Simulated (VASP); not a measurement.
# TiAl (Pm-3m) in VASP: a series of runs, part 2 of 2

VASP 6.6.1.

## Step 3: Relaxation of cell and atoms, LDA

INCAR

```
SYSTEM = TiAl
PREC     = Accurate       ! precision mode
ENCUT    = 600            ! plane-wave cutoff, eV
EDIFF    = 1E-6           ! SCF threshold, eV
ISMEAR   = -1             ! smearing method
SIGMA    = 0.05           ! smearing width, eV
LREAL    = .False.        ! projectors in reciprocal space
LASPH    = .True.         ! aspherical terms in the spheres
NELM     = 80             ! most SCF steps
ALGO     = Normal         ! electronic algorithm
ISIF     = 3              ! what is computed and relaxed
LWAVE    = .False.        ! write WAVECAR
LCHARG   = .False.        ! write CHGCAR
GGA      = CA             ! functional
IBRION   = 2              ! ionic algorithm
NSW      = 60             ! ionic steps
EDIFFG   = -0.01          ! ionic threshold
```

KPOINTS

```
regular mesh
0
Gamma
  8 8 8
  0 0 0
```

POSCAR

```
TiAl
1.0
    3.1790640000      0.0000000000      0.0000000000
    0.0000000000      3.1790640000      0.0000000000
    0.0000000000      0.0000000000      3.1790640000
Ti Al
1 1
Direct
    0.0000000000      0.0000000000      0.0000000000
    0.5000000000      0.5000000000      0.5000000000
```

Potentials or basis: VASP PAW LDA potentials, release 64 (Ti_sv, Al).

Launch:

```
$ cat potpaw_LDA.64/Ti_sv/POTCAR potpaw_LDA.64/Al/POTCAR > POTCAR
$ mpirun -np 1 vasp_std > vasp.out
```

OUTCAR:

```text
SYSTEM = TiAl
   PREC = Accurate
   ENCUT = 600
   EDIFF = 1E-6
   ISMEAR = -1
   LREAL = .False.
   LASPH = .True.
   NELM = 80
   ISIF = 3
   GGA = CA
   IBRION = 2
   NSW = 60
   EDIFFG = -0.01

 ion  position               nearest neighbor table
   1  0.000  0.000  0.000-   2 2.75   2 2.75   2 2.75   2 2.75   2 2.75   2 2.75   2 2.75   2 2.75

   2  0.500  0.500  0.500-   1 2.75   1 2.75   1 2.75   1 2.75   1 2.75   1 2.75   1 2.75   1 2.75

  LATTYP: Found a simple cubic cell.
 ALAT       =     3.1790640000

  Lattice vectors:

 A1 = (   3.1790640000,   0.0000000000,   0.0000000000)
 A2 = (   0.0000000000,   3.1790640000,   0.0000000000)
 A3 = (   0.0000000000,   0.0000000000,   3.1790640000)

Analysis of symmetry for initial positions (statically):
=====================================================================
 Subroutine PRICEL returns:
 Original cell was already a primitive cell.

 Routine SETGRP: Setting up the symmetry group for a
 simple cubic supercell.

 Subroutine GETGRP returns: Found 48 space group operations
 (whereof 48 operations were pure point group operations)
 out of a pool of 48 trial point group operations.

The static configuration has the point symmetry O_h .

Analysis of symmetry for dynamics (positions and initial velocities):
=====================================================================
 Subroutine PRICEL returns:
 Original cell was already a primitive cell.

 Routine SETGRP: Setting up the symmetry group for a
 simple cubic supercell.

 Subroutine GETGRP returns: Found 48 space group operations
 (whereof 48 operations were pure point group operations)
 out of a pool of 48 trial point group operations.

The dynamic configuration has the point symmetry O_h .

 Subroutine INISYM returns: Found 48 space group operations
 (whereof 48 operations are pure point group operations),
 and found     1 'primitive' translations

----------------------------------------------------------------------------------------

                                     Primitive cell

  volume of cell :      32.1290

  direct lattice vectors                    reciprocal lattice vectors
     3.179064000  0.000000000  0.000000000     0.314557996  0.000000000  0.000000000
     0.000000000  3.179064000  0.000000000     0.000000000  0.314557996  0.000000000
     0.000000000  0.000000000  3.179064000     0.000000000  0.000000000  0.314557996

  length of vectors
     3.179064000  3.179064000  3.179064000     0.314557996  0.314557996  0.314557996

  position of ions in fractional coordinates (direct lattice)
     0.000000000  0.000000000  0.000000000
     0.500000000  0.500000000  0.500000000

  ion indices of the primitive-cell ions
   primitive index   ion index
                 1           1
                 2           2

----------------------------------------------------------------------------------------

 KPOINTS: regular mesh

Automatic generation of k-mesh.
 Grid dimensions read from file:
 generate k-points for:    8    8    8

 Generating k-lattice:

  Cartesian coordinates                     Fractional coordinates (reciprocal lattice)
     0.039319749  0.000000000  0.000000000     0.125000000  0.000000000  0.000000000
[... 49 lines left out ...]
 SYSTEM =  TiAl
   PREC   = accura    normal or accurate (medium, high low for compatibility)
   ISTART =      0    job   : 0-new  1-cont  2-samecut
   ICHARG =      2    charge: 1-file 2-atom 10-const
   ISPIN  =      1    spin polarized calculation?
   LNONCOLLINEAR =      F non collinear calculations
   LSORBIT =      F    spin-orbit coupling
   LASPH  =      T    aspherical Exc in radial PAW
   ENCUT  =  600.0 eV  44.10 Ry    6.64 a.u.   6.35  6.35  6.35*2*pi/ulx,y,z
   NELM   =     80;   NELMIN=  2; NELMDL= -5     # of ELM steps
   EDIFF  = 0.1E-05   stopping-criterion for ELM
   LREAL  =      F    real-space projection
   EDIFFG = -.1E-01   stopping-criterion for IOM
   NSW    =     60    number of steps for IOM
   IBRION =      2    ionic relax: 0-MD 1-quasi-New 2-CG
   NFREE  =      1    steps in history (QN), initial steepest desc. (CG)
   ISIF   =      3    stress and relaxation
   ISYM   =      2    0-nonsym 1-usesym 2-fastsym
   POTIM  = 0.5000    time-step for ionic-motion
   TEBEG  =    0.0;   TEEND  =   0.0 temperature during run
   PSTRESS=    0.0 pullay stress
   NELECT =      15.0000    total number of electrons
   NUPDOWN=      -1.0000    fix difference up-down
   EMIN   =  10.00;   EMAX   =-10.00  energy-range for DOS
   EFERMI =   0.00;   METHOD = LEGACY
   ISMEAR =    -1;   SIGMA  =   0.05  broadening in eV -4-tet -1-fermi 0-gaus
   EFERMI_NEDOS =   21; number of points for ismear=-14 and -15
   IALGO  =     38    algorithm
   IMIX   =      4    mixing-type and parameters
     AMIX     =   0.40;   BMIX     =  1.00
     AMIX_MAG =   1.60;   BMIX_MAG =  1.00
  volume/ion in A,a.u.               =      16.06       108.41
  Fermi-wavevector in a.u.,A,eV,Ry     =   1.270007  2.399964 21.945065  1.612917
  Thomas-Fermi vector in A             =   2.403017
   LORBIT       =      0    0 simple, 1 ext, 2 COOP (PROOUT), +10 PAW based schemes
   GGA     = CA    functional components
   LHFCALC =     F    Hartree Fock is set to
   AEXX    =    0.0000 exact exchange contribution
   IVDW    =     0    specifies the selected vdW correction
   LEPSILON=     F    determine dielectric tensor
   LRPA    =     F    only Hartree local field effects (RPA)
 conjugate gradient relaxation of ions
 non-spin polarized calculation
  energy-cutoff  :      600.00
  volume of cell :       32.13
 maximum number of plane-waves:      1108
 NGX is ok and might be reduce to    28
   NGX = 13   NGY = 13   NGZ = 13

--------------------------------------- Ionic step        1  -------------------------------------------

 number of electron      15.0000003 magnetization

 Free energy of the ion-electron system (eV)
  ---------------------------------------------------
  ext. energy  EPLUGINS =         0.00000000
  ---------------------------------------------------
  free energy    TOTEN  =       -13.27451146 eV

  energy without entropy =      -13.25047544  energy(sigma->0) =      -13.26249345

------------------------ aborting loop because EDIFF is reached ----------------------------------------

  FORCE on cell =-STRESS in cart. coord.  units (eV):
  Direction    XX          YY          ZZ          XY          YZ          ZX
  --------------------------------------------------------------------------------------
  -------------------------------------------------------------------------------------
  Total       -1.1494238     -1.1494238     -1.1494238      0.0000000      0.0000000     -0.0000000
  in kB      -57.3182524    -57.3182524    -57.3182524      0.0000000      0.0000000     -0.0000000
  external PRESSURE =     -57.3182524 kB  Pullay stress =       0.0000000 kB
[... 59 lines left out ...]
--------------------------------------- Ionic step        3  -------------------------------------------

 number of electron      14.9999998 magnetization

 Free energy of the ion-electron system (eV)
  ---------------------------------------------------
  ext. energy  EPLUGINS =         0.00000000
  ---------------------------------------------------
  free energy    TOTEN  =       -13.30363039 eV

  energy without entropy =      -13.28146443  energy(sigma->0) =      -13.29254741

 E-fermi :   9.0628     XC(G=0): -11.5349

 val. band max:        9.0111962786   @ k =   0.3750   0.2500   0.1250
 cond. band min:       9.0901467093   @ k =   0.3750   0.3750   0.2500
 fundamental gap:      0.0789504307
 Fermi energy:         9.0628396794

 k-point     1 :       0.0000    0.0000    0.0000
  band No.  band energies     occupation
      1     -47.0283      2.00000
      2     -23.6091      2.00000
      3     -23.6091      2.00000
      4     -23.6091      2.00000
      5      -0.3515      2.00000
      6       7.5288      2.00000
      7       7.5288      2.00000
      8      10.9295      0.00000
      9      10.9295      0.00000
     10      10.9295      0.00000
     11      13.7265      0.00000
[... 309 lines left out ...]
 k-point    24 :       0.5000    0.3750    0.1250
  band No.  band energies     occupation
      1     -46.9895      2.00000
      2     -23.7914      2.00000
      3     -23.7580      2.00000
      4     -23.6028      2.00000
      5       3.9187      2.00000
      6       6.0561      2.00000
      7       7.0874      2.00000
      8       8.4808      1.99998
      9       9.9947      0.00000
     10      10.0065      0.00000
     11      12.1144      0.00000

 [... further k-points ...]

------------------------ aborting loop because EDIFF is reached ----------------------------------------

  FORCE on cell =-STRESS in cart. coord.  units (eV):
  Direction    XX          YY          ZZ          XY          YZ          ZX
  --------------------------------------------------------------------------------------
  -------------------------------------------------------------------------------------
  Total       -0.0023848     -0.0023848     -0.0023848      0.0000000     -0.0000000      0.0000000
  in kB       -0.1250208     -0.1250208     -0.1250208      0.0000000     -0.0000000      0.0000000
  external PRESSURE =      -0.1250208 kB  Pullay stress =       0.0000000 kB
[... 17 lines left out ...]
  FREE ENERGIE OF THE ION-ELECTRON SYSTEM (eV)
  ---------------------------------------------------
  free  energy   TOTEN  =       -13.3036303946 eV

  energy  without entropy=      -13.2814644303  energy(sigma->0) =      -13.29254741

 reached required accuracy - stopping structural energy minimisation
```

Wall time 37 s (1 thread of Intel Xeon 6975P-C (Granite Rapids), shared host); peak memory 0.15 GiB.

Results:

```
Free energy                            : -13.3036 eV
Relaxed volume                         : 15.28 Å³/atom
Relaxed cell                           : a = 3.127 Å, b = 3.127 Å, c = 3.127 Å, α = 90.00°, β = 90.00°, γ = 90.00°
Space group after relaxing (to 0.05 Å) : Pm-3m (No. 221)
Energy gained by relaxing              : 14.6 meV/atom
Ionic steps                            : 3
Pressure after relaxing                : 0.0 GPa
```

The path:
```
step  energy change (eV)  largest force (eV/Å)  pressure (GPa)  volume (Å³)
   1              0.0000                0.0000           -5.73        32.13
   2             -0.0150                0.0000            4.58        29.53
   3             -0.0291                0.0000           -0.01        30.56
```

Final structure:
```
CELL_PARAMETERS angstrom
3.12650 0.00000 0.00000
0.00000 3.12650 0.00000
0.00000 0.00000 3.12650
ATOMIC_POSITIONS crystal
Ti 0.00000 0.00000 0.00000
Al 0.50000 0.50000 0.50000
```

Levels at points of the mesh, in eV from the Fermi level:
```csv
k point,band 5,band 6,band 7,band 8,band 9,band 10
"(0.00, 0.00, 0.00)",-9.41,-1.53,-1.53,1.87,1.87,1.87
"(0.50, 0.00, 0.00)",-6.03,-5.26,-0.59,0.12,0.12,2.09
"(0.50, 0.50, 0.00)",-5.14,-2.02,-2.02,-1.50,0.69,0.69
"(0.50, 0.50, 0.50)",-3.23,-3.23,-3.23,0.86,3.00,3.00
```

## Step 4: Single point, LDA

This run uses another cell than the first one, of 15.10 Å³/atom, 0.940 times its volume.

INCAR

```
  PREC = Accurate
  ENCUT = 520
  EDIFF = 1E-6
  ISMEAR = -1
  SIGMA = 0.05
  LREAL = False
  LASPH = True
  NELM = 60
  ALGO = Normal
  ISIF = 2
  LWAVE = False
  LCHARG = False
  NBANDS = 14
```

KPOINTS

```
regular mesh
0
Gamma
  8 8 8
```

POSCAR

```
TiAl
1.0
    3.1141669331      0.0000000000      0.0000000000
    0.0000000000      3.1141669331      0.0000000000
    0.0000000000      0.0000000000      3.1141669331
Ti Al
1 1
Direct
    0.0000000000      0.0000000000      0.0000000000
    0.5000000000      0.5000000000      0.5000000000
```

Potentials or basis: VASP PAW LDA potentials, release 64 (Ti_sv, Al).

Launch:

```
$ cat potpaw_LDA.64/Ti_sv/POTCAR potpaw_LDA.64/Al/POTCAR > POTCAR
$ mpirun -np 1 vasp_std > vasp.out
```

OUTCAR:

```text
PREC = Accurate
   ENCUT = 520
   EDIFF = 1E-6
   ISMEAR = -1
   LREAL = False
   LASPH = True
   NELM = 60
   ISIF = 2

 ion  position               nearest neighbor table
   1  0.000  0.000  0.000-   2 2.70   2 2.70   2 2.70   2 2.70   2 2.70   2 2.70   2 2.70   2 2.70

   2  0.500  0.500  0.500-   1 2.70   1 2.70   1 2.70   1 2.70   1 2.70   1 2.70   1 2.70   1 2.70

  LATTYP: Found a simple cubic cell.
 ALAT       =     3.1141669331

  Lattice vectors:

 A1 = (   3.1141669331,   0.0000000000,   0.0000000000)
 A2 = (   0.0000000000,   3.1141669331,   0.0000000000)
 A3 = (   0.0000000000,   0.0000000000,   3.1141669331)

Analysis of symmetry for initial positions (statically):
=====================================================================
 Subroutine PRICEL returns:
 Original cell was already a primitive cell.

 Routine SETGRP: Setting up the symmetry group for a
 simple cubic supercell.

 Subroutine GETGRP returns: Found 48 space group operations
 (whereof 48 operations were pure point group operations)
 out of a pool of 48 trial point group operations.

The static configuration has the point symmetry O_h .

Analysis of symmetry for dynamics (positions and initial velocities):
[... 168 lines left out ...]
      1     -46.8740      2.00000
      2     -23.4530      2.00000
      3     -23.4530      2.00000
      4     -23.4530      2.00000
      5      -0.2726      2.00000
      6       7.6296      2.00000
      7       7.6296      2.00000
      8      11.0885      0.00000
      9      11.0885      0.00000
     10      11.0885      0.00000
     11      13.9184      0.00000
     12      13.9184      0.00000
     13      13.9184      0.00000
     14      18.4533      0.00000
[... 377 lines left out ...]
      1     -46.8331      2.00000
      2     -23.6432      2.00000
      3     -23.6083      2.00000
      4     -23.4464      2.00000
      5       4.0216      2.00000
      6       6.1721      2.00000
      7       7.2047      2.00000
      8       8.6051      1.99998
      9      10.1393      0.00000
     10      10.1493      0.00000
     11      12.2939      0.00000
     12      14.2950      0.00000
     13      14.7077      0.00000
     14      17.0331      0.00000

 [... further k-points ...]
[... 5 lines left out ...]
  --------------------------------------------------------------------------------------
  -------------------------------------------------------------------------------------
  Total        0.2811866      0.2811866      0.2811866      0.0000000      0.0000000     -0.0000000
  in kB       14.9169351     14.9169351     14.9169351      0.0000000      0.0000000     -0.0000000
  external PRESSURE =      14.9169351 kB  Pullay stress =       0.0000000 kB

 VOLUME and BASIS-vectors are now :
 -----------------------------------------------------------------------------
  energy-cutoff  :      520.00
  volume of cell :       30.20
      direct lattice vectors                 reciprocal lattice vectors
     3.114166933  0.000000000  0.000000000     0.321113165  0.000000000  0.000000000
     0.000000000  3.114166933  0.000000000     0.000000000  0.321113165  0.000000000
     0.000000000  0.000000000  3.114166933     0.000000000  0.000000000  0.321113165

 POSITION                                       TOTAL-FORCE (eV/Angst)
 -----------------------------------------------------------------------------------
      0.00000      0.00000      0.00000         0.000000      0.000000      0.000000
      1.55708      1.55708      1.55708         0.000000      0.000000      0.000000
 -----------------------------------------------------------------------------------
    total drift:                                0.000000      0.000000      0.000000

  FREE ENERGIE OF THE ION-ELECTRON SYSTEM (eV)
  ---------------------------------------------------
  free  energy   TOTEN  =       -13.3015729082 eV

  energy  without entropy=      -13.2798541695  energy(sigma->0) =      -13.29071354
```

OSZICAR:

```text
N       E                     dE             d eps       ncg     rms          rms(c)
DAV:   1     0.953727435717E+02    0.95373E+02   -0.71584E+03   980   0.110E+03
DAV:   2    -0.924821983848E+01   -0.10462E+03   -0.10085E+03   998   0.301E+02
DAV:   3    -0.146783224206E+02   -0.54301E+01   -0.52302E+01  1510   0.632E+01
DAV:   4    -0.148406103312E+02   -0.16229E+00   -0.16212E+00  1066   0.968E+00
DAV:   5    -0.148464514357E+02   -0.58411E-02   -0.58403E-02  1414   0.180E+00    0.102E+01
DAV:   6    -0.133681830711E+02    0.14783E+01   -0.45764E+00  1102   0.296E+01    0.268E+00
DAV:   7    -0.133141378841E+02    0.54045E-01   -0.34718E-01  1112   0.795E+00    0.184E+00
DAV:   8    -0.133032194816E+02    0.10918E-01   -0.48755E-02  1378   0.193E+00    0.515E-01
DAV:   9    -0.133014994800E+02    0.17200E-02   -0.71824E-03  1134   0.113E+00    0.168E-01
DAV:  10    -0.133015694863E+02   -0.70006E-04   -0.55833E-04  1110   0.302E-01    0.109E-02
DAV:  11    -0.133015745050E+02   -0.50187E-05   -0.63726E-05  1262   0.628E-02    0.144E-02
DAV:  12    -0.133015729831E+02    0.15219E-05   -0.37430E-06  1168   0.261E-02    0.283E-03
DAV:  13    -0.133015729082E+02    0.74891E-07   -0.28922E-07   564   0.399E-03
   1 F= -.13301573E+02 E0= -.13290714E+02  d E =-.217187E-01
```

It took 12 s on 1 thread of Intel Xeon 8259CL, shared host; peak memory 0.13 GiB.

What came out:

```yaml
Free_energy: -13.3016 eV
Pressure: 1.5 GPa
```

## Step 5: Summary

| task | level | potentials or basis | cell | cutoff (eV) | gap on the mesh (eV) | pressure (GPa) | relaxed volume (Å³/atom) |
| --- | --- | --- | --- | --- | --- | --- | --- |
| relaxation of cell and atoms | PBE | VASP PAW PBE potentials, release 64 (Ti_sv, Al) | relaxed from a = 3.179 Å, 2 atoms | 600 | none | 0.0 | 16.18 |
| relaxation of cell and atoms | LDA | VASP PAW LDA potentials, release 64 (Ti_sv, Al) | relaxed from a = 3.179 Å, 2 atoms | 600 | none | 0.0 | 15.28 |
| single point | LDA | VASP PAW LDA potentials, release 64 (Ti_sv, Al) | a = 3.114 Å, 2 atoms | 520 | none | 1.5 | - |

Alike in all rows: no spin polarisation; k mesh 8 × 8 × 8; smearing fermi-dirac 0.05 eV.

Absolute energies hang on the potentials; compare differences alone.
